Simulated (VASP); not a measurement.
# Si2Ge3 (P-6m2) in VASP: a series of runs

The runs below take Si2Ge3 through single point, relaxation of cell and atoms, with PBE.

Program: VASP 6.6.1. These are calculated values, not measurements. Logs are shortened: lines on timing, memory, paths and dates and some standing lists are left out, and cuts for length are marked.

## 1. The cell of the first run

It takes space group P-6m2 (No. 187, hexagonal). Conventional cell: a = 2.922 Å, b = 2.922 Å, c = 23.868 Å, α = 90.00°, β = 90.00°, γ = 120.00°. Within 3.8 Å of Si (site symmetry 3m) lie 9 Si at 2.92 Å and 3 Ge at 2.92 Å. Si (site symmetry 3m) has 9 Si at 2.92 Å and 3 Ge at 2.92 Å within 3.8 Å. Within 3.8 Å of Ge (site symmetry 3m) lie 12 Ge at 2.92 Å. Within 3.8 Å of Ge (site symmetry -6m2) lie 6 Ge at 2.92 Å and 6 Si at 2.92 Å. Within 3.8 Å of Ge (site symmetry 3m) lie 9 Ge at 2.92 Å and 3 Si at 2.92 Å. Within 3.8 Å of Ge (site symmetry -6m2) lie 12 Ge at 2.92 Å.

## 2. Single point, PBE

INCAR reads:

```
SYSTEM = Si2Ge3
PREC = Accurate
ENCUT = 520
EDIFF = 1E-6
ISMEAR = 0
SIGMA = 0.1
LREAL = .False.
LASPH = .True.
NELM = 60
ALGO = Normal
ISIF = 2
LWAVE = .False.
LCHARG = .False.
GGA = PE
NBANDS = 61
```

KPOINTS reads:

```
regular mesh
0
Gamma
  6 6 1
  0 0 0
```

POSCAR reads:

```
Si2Ge3
1.0
    2.9220403300      0.0000000000      0.0000000000
   -1.4610201600      2.5305611500      0.0000000000
    0.0000000000      0.0000000000     23.8681058900
Si Ge
4 6
Direct
    0.3333333300      0.6666666700      0.7000000000
    0.3333333300      0.6666666700      0.3000000000
    0.6666666700      0.3333333300      0.4000000000
    0.6666666700      0.3333333300      0.6000000000
    0.3333333300      0.6666666700      0.9000000000
    0.3333333300      0.6666666700      0.1000000000
    0.3333333300      0.6666666700      0.5000000000
    0.6666666700      0.3333333300      0.8000000000
    0.6666666700      0.3333333300      0.0000000000
    0.6666666700      0.3333333300      0.2000000000
```

Potentials or basis: VASP PAW PBE potentials, release 64 (Si, Ge_d).

The run is started by

```bash
cat potpaw_PBE.64/Si/POTCAR potpaw_PBE.64/Ge_d/POTCAR > POTCAR
mpirun -np 1 vasp_std > vasp.out
```

OUTCAR:

```text
SYSTEM = Si2Ge3
   PREC = Accurate
   ENCUT = 520
   EDIFF = 1E-6
   ISMEAR = 0
   LREAL = .False.
   LASPH = .True.
   NELM = 60
   ISIF = 2
   GGA = PE

 ion  position               nearest neighbor table
   1  0.333  0.667  0.700-   8 2.92   4 2.92   8 2.92   4 2.92   8 2.92   4 2.92
   2  0.333  0.667  0.300-  10 2.92   3 2.92  10 2.92   3 2.92  10 2.92   3 2.92
   3  0.667  0.333  0.400-   2 2.92   7 2.92   2 2.92   7 2.92   2 2.92   7 2.92
   4  0.667  0.333  0.600-   1 2.92   7 2.92   1 2.92   7 2.92   1 2.92   7 2.92
   5  0.333  0.667  0.900-
   6  0.333  0.667  0.100-
   7  0.333  0.667  0.500-   3 2.92   4 2.92   3 2.92   4 2.92   3 2.92   4 2.92
   8  0.667  0.333  0.800-   1 2.92   1 2.92   1 2.92
   9  0.667  0.333  0.000-
  10  0.667  0.333  0.200-   2 2.92   2 2.92   2 2.92

  LATTYP: Found a hexagonal cell.
 ALAT       =     2.9220403300
 C/A-ratio  =     8.1683013218

  Lattice vectors:

 A1 = (   2.9220403300,   0.0000000000,   0.0000000000)
 A2 = (  -1.4610201600,   2.5305611500,   0.0000000000)
 A3 = (   0.0000000000,   0.0000000000,  23.8681058900)

Analysis of symmetry for initial positions (statically):
=====================================================================
 Subroutine PRICEL returns:
 Original cell was already a primitive cell.

 Routine SETGRP: Setting up the symmetry group for a
 hexagonal supercell.

 Subroutine GETGRP returns: Found 12 space group operations
 (whereof 12 operations were pure point group operations)
 out of a pool of 24 trial point group operations.

The static configuration has the point symmetry D_3h.

Analysis of symmetry for dynamics (positions and initial velocities):
=====================================================================
 Subroutine PRICEL returns:
 Original cell was already a primitive cell.

 Routine SETGRP: Setting up the symmetry group for a
 hexagonal supercell.

 Subroutine GETGRP returns: Found 12 space group operations
 (whereof 12 operations were pure point group operations)
 out of a pool of 24 trial point group operations.

The dynamic configuration has the point symmetry D_3h.

 Subroutine INISYM returns: Found 12 space group operations
 (whereof 12 operations are pure point group operations),
 and found     1 'primitive' translations

----------------------------------------------------------------------------------------

                                     Primitive cell

  volume of cell :     176.4904

  direct lattice vectors                    reciprocal lattice vectors
     2.922040330  0.000000000  0.000000000     0.342226625  0.197584634  0.000000000
    -1.461020160  2.530561150  0.000000000     0.000000000  0.395169269  0.000000000
     0.000000000  0.000000000 23.868105890     0.000000000  0.000000000  0.041896915

  length of vectors
     2.922040330  2.922040322 23.868105890     0.395169268  0.395169269  0.041896915

  position of ions in fractional coordinates (direct lattice)
     0.333333330  0.666666670  0.700000000
     0.333333330  0.666666670  0.300000000
     0.666666670  0.333333330  0.400000000
     0.666666670  0.333333330  0.600000000
     0.333333330  0.666666670  0.900000000
     0.333333330  0.666666670  0.100000000
     0.333333330  0.666666670  0.500000000
     0.666666670  0.333333330  0.800000000
     0.666666670  0.333333330  0.000000000
     0.666666670  0.333333330  0.200000000

  ion indices of the primitive-cell ions
   primitive index   ion index
                 1           1
                 2           2
                 3           3
                 4           4
                 5           5
                 6           6
                 7           7
                 8           8
                 9           9
                10          10

----------------------------------------------------------------------------------------

 KPOINTS: regular mesh

Automatic generation of k-mesh.
 Grid dimensions read from file:
 generate k-points for:    6    6    1

 Generating k-lattice:

  Cartesian coordinates                     Fractional coordinates (reciprocal lattice)
     0.057037771  0.032930772  0.000000000     0.166666667  0.000000000  0.000000000
     0.000000000  0.065861545  0.000000000     0.000000000  0.166666667  0.000000000
     0.000000000  0.000000000  0.041896915     0.000000000  0.000000000  1.000000000

  Length of vectors
     0.065861545  0.065861545  0.041896915

  Shift w.r.t. Gamma in fractional coordinates (k-lattice)
     0.000000000  0.000000000  0.000000000

 Subroutine IBZKPT returns following result:
 ===========================================

 Found      7 irreducible k-points:

 Following reciprocal coordinates:
            Coordinates               Weight
  0.000000  0.000000  0.000000      1.000000
  0.166667  0.000000  0.000000      6.000000
  0.333333  0.000000  0.000000      6.000000
  0.500000  0.000000  0.000000      3.000000
  0.166667  0.166667  0.000000      6.000000
  0.333333  0.166667  0.000000     12.000000
  0.333333  0.333333  0.000000      2.000000
   k-points           NKPTS =      7   k-points in BZ     NKDIM =      7   number of bands    NBANDS=     61
   number of dos      NEDOS =    301   number of ions     NIONS =     10
   total plane-waves  NPLWV = 103680
   dimension x,y,z NGX =    24 NGY =   24 NGZ =  180
   dimension x,y,z NGXF=    48 NGYF=   48 NGZF=  360
   ions per type =               4   6
   NGX,Y,Z   is equivalent  to a cutoff of  13.65, 13.65, 12.54 a.u.
   NGXF,Y,Z  is equivalent  to a cutoff of  27.31, 27.31, 25.07 a.u.
 SYSTEM =  Si2Ge3
   PREC   = accura    normal or accurate (medium, high low for compatibility)
   ISTART =      0    job   : 0-new  1-cont  2-samecut
   ICHARG =      2    charge: 1-file 2-atom 10-const
   ISPIN  =      1    spin polarized calculation?
   LNONCOLLINEAR =      F non collinear calculations
   LSORBIT =      F    spin-orbit coupling
   LASPH  =      T    aspherical Exc in radial PAW
   ENCUT  =  520.0 eV  38.22 Ry    6.18 a.u.   5.43  5.43 44.38*2*pi/ulx,y,z
   NELM   =     60;   NELMIN=  2; NELMDL= -5     # of ELM steps
   EDIFF  = 0.1E-05   stopping-criterion for ELM
   LREAL  =      F    real-space projection
   EDIFFG = 0.1E-04   stopping-criterion for IOM
   NSW    =      0    number of steps for IOM
   IBRION =     -1    ionic relax: 0-MD 1-quasi-New 2-CG
   NFREE  =      0    steps in history (QN), initial steepest desc. (CG)
   ISIF   =      2    stress and relaxation
   ISYM   =      2    0-nonsym 1-usesym 2-fastsym
   POTIM  = 0.5000    time-step for ionic-motion
   TEBEG  =    0.0;   TEEND  =   0.0 temperature during run
   PSTRESS=    0.0 pullay stress
   NELECT =     100.0000    total number of electrons
   NUPDOWN=      -1.0000    fix difference up-down
   EMIN   =  10.00;   EMAX   =-10.00  energy-range for DOS
   EFERMI =   0.00;   METHOD = LEGACY
   ISMEAR =     0;   SIGMA  =   0.10  broadening in eV -4-tet -1-fermi 0-gaus
   EFERMI_NEDOS =   21; number of points for ismear=-14 and -15
   IALGO  =     38    algorithm
   IMIX   =      4    mixing-type and parameters
     AMIX     =   0.40;   BMIX     =  1.00
     AMIX_MAG =   1.60;   BMIX_MAG =  1.00
  volume/ion in A,a.u.               =      17.65       119.10
  Fermi-wavevector in a.u.,A,eV,Ry     =   1.354673  2.559961 24.968584  1.835139
  Thomas-Fermi vector in A             =   2.481825
   LORBIT       =      0    0 simple, 1 ext, 2 COOP (PROOUT), +10 PAW based schemes
   GGA     = PE    functional components
   LHFCALC =     F    Hartree Fock is set to
   AEXX    =    0.0000 exact exchange contribution
   IVDW    =     0    specifies the selected vdW correction
   LEPSILON=     F    determine dielectric tensor
   LRPA    =     F    only Hartree local field effects (RPA)
 non-spin polarized calculation
 Gauss-broadening in eV      SIGMA  =   0.10
  energy-cutoff  :      520.00
  volume of cell :      176.49
 maximum number of plane-waves:      4865
 NGX is ok and might be reduce to    24
   NGX = 11   NGY = 11   NGZ = 89

 number of electron     100.0000000 magnetization

 number of electron      99.9999940 magnetization

 Free energy of the ion-electron system (eV)
  ---------------------------------------------------
  ext. energy  EPLUGINS =         0.00000000
  ---------------------------------------------------
  free energy    TOTEN  =       -43.47847476 eV

  energy without entropy =      -43.41908742  energy(sigma->0) =      -43.44878109

 E-fermi :   7.6476     XC(G=0): -11.1459

 val. band max:        7.6242564641   @ k =   0.1667   0.0000   0.0000
 cond. band min:       7.6779157250   @ k =   0.3333   0.1667   0.0000
 fundamental gap:      0.0536592609
 Fermi energy:         7.6475892693

 k-point     1 :       0.0000    0.0000    0.0000
  band No.  band energies     occupation
      1     -17.2203      2.00000
      2     -17.2093      2.00000
      3     -17.2093      2.00000
      4     -17.1887      2.00000
      5     -17.1879      2.00000
      6     -17.1840      2.00000
[... 53 lines left out ...]
     60      15.8473      0.00000
     61      15.8475      0.00000

 k-point     2 :       0.1667    0.0000    0.0000
  band No.  band energies     occupation
      1     -17.2261      2.00000
      2     -17.2032      2.00000
      3     -17.2006      2.00000
      4     -17.1894      2.00000
      5     -17.1836      2.00000
      6     -17.1819      2.00000
[... 53 lines left out ...]
     60      13.6600      0.00000
     61      13.6675      0.00000

 k-point     3 :       0.3333    0.0000    0.0000
  band No.  band energies     occupation
      1     -17.2505      2.00000
      2     -17.2235      2.00000
      3     -17.2115      2.00000
      4     -17.2070      2.00000
      5     -17.1968      2.00000
      6     -17.1870      2.00000
[... 53 lines left out ...]
     60      11.9347      0.00000
     61      11.9481      0.00000

 k-point     4 :       0.5000    0.0000    0.0000
  band No.  band energies     occupation
      1     -17.2626      2.00000
      2     -17.2335      2.00000
      3     -17.2241      2.00000
      4     -17.2196      2.00000
      5     -17.2081      2.00000
      6     -17.1929      2.00000
[... 53 lines left out ...]
     60      11.3322      0.00000
     61      11.3359      0.00000

 k-point     5 :       0.1667    0.1667    0.0000
  band No.  band energies     occupation
      1     -17.2204      2.00000
      2     -17.2096      2.00000
      3     -17.2089      2.00000
      4     -17.1880      2.00000
      5     -17.1863      2.00000
      6     -17.1794      2.00000
[... 53 lines left out ...]
     60      11.0717      0.00000
     61      11.0916      0.00000

 k-point     6 :       0.3333    0.1667    0.0000
  band No.  band energies     occupation
      1     -17.2308      2.00000
      2     -17.2243      2.00000
      3     -17.2048      2.00000
      4     -17.2028      2.00000
      5     -17.1892      2.00000
      6     -17.1881      2.00000
[... 53 lines left out ...]
     60       8.8988      0.00000
     61       9.9979      0.00000

 k-point     7 :       0.3333    0.3333    0.0000
  band No.  band energies     occupation
      1     -17.2255      2.00000
      2     -17.2082      2.00000
      3     -17.1998      2.00000
      4     -17.1800      2.00000
      5     -17.1785      2.00000
      6     -17.1670      2.00000
[... 53 lines left out ...]
     60       8.1426      0.00000
     61       8.3883      0.00000

------------------------ aborting loop because EDIFF is reached ----------------------------------------

  FORCE on cell =-STRESS in cart. coord.  units (eV):
  Direction    XX          YY          ZZ          XY          YZ          ZX
  --------------------------------------------------------------------------------------
  -------------------------------------------------------------------------------------
  Total        0.2429012      0.2429012     -0.3240341      0.0000000      0.0000000      0.0000000
  in kB        2.2050544      2.2050544     -2.9415772      0.0000000      0.0000000      0.0000000
  external PRESSURE =       0.4895105 kB  Pullay stress =       0.0000000 kB

 VOLUME and BASIS-vectors are now :
 -----------------------------------------------------------------------------
  energy-cutoff  :      520.00
  volume of cell :      176.49
      direct lattice vectors                 reciprocal lattice vectors
     2.922040330  0.000000000  0.000000000     0.342226625  0.197584634  0.000000000
    -1.461020160  2.530561150  0.000000000     0.000000000  0.395169269  0.000000000
     0.000000000  0.000000000 23.868105890     0.000000000  0.000000000  0.041896915

 POSITION                                       TOTAL-FORCE (eV/Angst)
 -----------------------------------------------------------------------------------
     -0.00000      1.68704     16.70767         0.000000     -0.000000     -0.453931
     -0.00000      1.68704      7.16043         0.000000     -0.000000      0.453931
      1.46102      0.84352      9.54724         0.000000     -0.000000     -0.430080
      1.46102      0.84352     14.32086         0.000000     -0.000000      0.430080
     -0.00000      1.68704     21.48130        -0.000000      0.000000     -0.031991
     -0.00000      1.68704      2.38681        -0.000000      0.000000      0.031991
     -0.00000      1.68704     11.93405         0.000000     -0.000000      0.000000
      1.46102      0.84352     19.09448        -0.000000     -0.000000     -0.352817
      1.46102      0.84352      0.00000         0.000000     -0.000000      0.000000
      1.46102      0.84352      4.77362        -0.000000     -0.000000      0.352817
 -----------------------------------------------------------------------------------
    total drift:                                0.000000     -0.000000      0.000000

  FREE ENERGIE OF THE ION-ELECTRON SYSTEM (eV)
  ---------------------------------------------------
  free  energy   TOTEN  =       -43.4784747631 eV

  energy  without entropy=      -43.4190874169  energy(sigma->0) =      -43.44878109
```

Wall time 71 s (1 thread of Intel Xeon 6975P-C (Granite Rapids), shared host); peak memory 0.31 GiB.

Results:

```
Free energy            : -43.4785 eV
Pressure               : 0.0 GPa
Largest force          : 0.454 eV/Å
Band gap on the k mesh : zero (bands 50 and 51 overlap by 8.92 eV)
```

Forces on the atoms (eV/Å):
```
Si   0.000  0.000 -0.454
Si   0.000  0.000  0.454
Si   0.000  0.000 -0.430
Si   0.000  0.000  0.430
Ge   0.000  0.000 -0.032
Ge   0.000  0.000  0.032
Ge   0.000  0.000  0.000
Ge   0.000  0.000 -0.353
Ge   0.000  0.000  0.000
Ge   0.000  0.000  0.353
```

Caveat: the k points lie up to 0.41 Å⁻¹ apart, too coarse for converged energies and pressures of a metal.

## 3. Single point, PBE

This run uses another cell than the first one, of 17.69 Å³/atom.

INCAR reads:

```
ALGO     = Normal         # electronic algorithm
EDIFF    = 1E-6           # SCF threshold, eV
ENCUT    = 520            # plane-wave cutoff, eV
GGA      = PE             # functional
ISIF     = 2              # what is computed and relaxed
ISMEAR   = 0              # smearing method
LASPH    = True           # aspherical terms in the spheres
LCHARG   = False          # write CHGCAR
LREAL    = False          # projectors in reciprocal space
LWAVE    = False          # write WAVECAR
NBANDS   = 61             # bands
NELM     = 60             # most SCF steps
PREC     = Accurate       # precision mode
SIGMA    = 0.1            # smearing width, eV
```

KPOINTS reads:

```
k-points
0
Gamma
  6 6 1
```

POSCAR reads:

```
Si2Ge3
1.0
    2.9917545325     -0.0000000030      0.0000000000
   -1.4958772637      2.5909354285      0.0000000000
    0.0000000000      0.0000000000     22.8251656853
Si Ge
4 6
Direct
    0.3333333333      0.6666666667      0.6762554404
    0.3333333333      0.6666666667      0.3237445596
    0.6666666667      0.3333333333      0.4055748870
    0.6666666667      0.3333333333      0.5944251130
    0.3333333333      0.6666666667      0.8812833822
    0.3333333333      0.6666666667      0.1187166178
    0.3333333333      0.6666666667      0.5000000000
    0.6666666667      0.3333333333      0.7707972956
    0.6666666667      0.3333333333      0.0000000000
    0.6666666667      0.3333333333      0.2292027044
```

Potentials or basis: VASP PAW PBE potentials, release 64 (Si, Ge_d).

The run is started by

```bash
cat potpaw_PBE.64/Si/POTCAR potpaw_PBE.64/Ge_d/POTCAR > POTCAR
mpirun -np 1 vasp_std > vasp.out
```

It took 56 s on 1 thread of Intel Xeon 6975P-C (Granite Rapids), shared host; peak memory 0.31 GiB.

The run converged. Its results:

- Free energy: -44.4174 eV
- Pressure: -0.2 GPa
- Largest force: 0.037 eV/Å
- Band gap on the k mesh: zero (bands 50 and 51 overlap by 7.33 eV)

Forces in eV/Å, atoms in the order of the input:
```
Si   0.000  0.000 -0.004
Si   0.000  0.000  0.004
Si   0.000  0.000  0.002
Si   0.000  0.000 -0.002
Ge   0.000  0.000 -0.037
Ge   0.000  0.000  0.037
Ge   0.000  0.000  0.000
Ge   0.000  0.000 -0.028
Ge   0.000  0.000  0.000
Ge   0.000  0.000  0.028
```

Stress tensor (GPa, compression positive):
```
-0.07  0.00  0.00
 0.00 -0.07  0.00
 0.00  0.00 -0.33
```

Levels at points of the mesh, in eV from the Fermi level:
| k point | band 48 | band 49 | band 50 | band 51 | band 52 | band 53 |
| --- | --- | --- | --- | --- | --- | --- |
| (0.00, 0.00, 0.00) | 5.08 | 5.08 | 5.28 | 5.28 | 6.68 | 6.68 |
| (0.50, 0.00, 0.00) | -2.10 | -1.41 | -0.90 | -0.38 | 1.19 | 1.30 |

Caveat: the k points lie up to 0.40 Å⁻¹ apart, too coarse for converged energies and pressures of a metal.

(Continued in part 2 of 2.)
